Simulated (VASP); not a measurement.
Here is a VASP 6.6.1 calculation.

POSCAR

```
WC
1.0
    0.0000000000      2.1170131258      2.1170131258
    2.1170131258      0.0000000000      2.1170131258
    2.1170131258      2.1170131258      0.0000000000
W C
1 1
Direct
    0.0000000000      0.0000000000      0.0000000000
    0.5000000000      0.5000000000      0.5000000000
```

File INCAR.step1:

```
SYSTEM = WC
PREC = Accurate
ENCUT = 520
ISMEAR = -1
SIGMA = 0.1
LREAL = .False.
LASPH = .True.
NELM = 80
NBANDS = 16
GGA = PE
ALGO = Normal
EDIFF = 1E-4
LWAVE = .True.
LCHARG = .False.
```

File INCAR.step2:

```
SYSTEM = WC
PREC = Accurate
ENCUT = 520
EDIFF = 1E-7
ISMEAR = -1
SIGMA = 0.1
LREAL = .False.
LASPH = .True.
NELM = 80
ALGO = Normal
ISIF = 2
LWAVE = .False.
LCHARG = .False.
METAGGA = R2SCAN
LMIXTAU = .True.
NBANDS = 16
ISTART = 1
```

File KPOINTS:

```
regular mesh
0
Gamma
  11 11 11
  0 0 0
```

Potentials or basis: VASP PAW PBE potentials, release 64 (W_sv, C).

Command:

```console
$ cat potpaw_PBE.64/W_sv/POTCAR potpaw_PBE.64/C/POTCAR > POTCAR
$ cp INCAR.step1 INCAR
$ mpirun -np 1 vasp_std > vasp.out
$ cp INCAR.step2 INCAR
$ mpirun -np 1 vasp_std > vasp.out
```

Question: What does it give for the pressure?

Answer: 45.0 GPa.

Question: Estimate the band gap on the k mesh.

Answer: Zero (band 9 reaches 15.28 eV, above the bottom of band 10 at 11.52 eV).

Caveat: the PAW data sets were made with another functional, which shifts forces and pressure a little; spin-orbit coupling is left out, which moves the levels of the heavy elements.
